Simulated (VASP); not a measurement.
Runs of VASP 6.6.1 on Ti2O. The structure is that of space group P-3m1 (No. 164), or close to it. The cells are those of the table. 

```csv
task,cell,k mesh,cutoff (eV),gap on the mesh (eV),pressure (GPa),largest force (eV/Å)
single point,"a = 2.982, b = 2.982, c = 4.695 Å, angles 90.0, 90.0, 120.0°, 3 atoms",24 × 24 × 12,520,none,-2.3,0.09
relaxation of cell and atoms,"relaxed to 15 GPa from a = 2.885, b = 2.885, c = 4.626 Å, angles 90.0, 90.0, 120.0°, 3 atoms",18 × 18 × 10,600,none,15.0,-
single point,"a = 2.923, b = 2.923, c = 4.757 Å, angles 90.0, 90.0, 120.0°, 3 atoms",24 × 24 × 12,520,none,(a),0.05
single point,"a = 2.894, b = 2.894, c = 4.791 Å, angles 90.0, 90.0, 120.0°, 3 atoms",24 × 24 × 12,520,none,5.5,0.05
single point,"a = 3.042, b = 3.042, c = 4.639 Å, angles 90.0, 90.0, 120.0°, 3 atoms",24 × 24 × 12,520,none,-6.7,0.09
```

Alike in all rows: level PBEsol; potentials or basis VASP PAW PBE potentials, release 64 (Ti_sv, O); no spin polarisation; smearing gaussian 0.1 eV.

Task: Fill in the values left out.

Result: (a) 2.8.

Caveats: the PAW data sets were made with another functional, which shifts forces and pressure a little; the cell is relaxed towards a set pressure, so the enthalpy falls and the energy may rise (some runs).

A gap of «none» marks levels without a gap at the run's occupations.
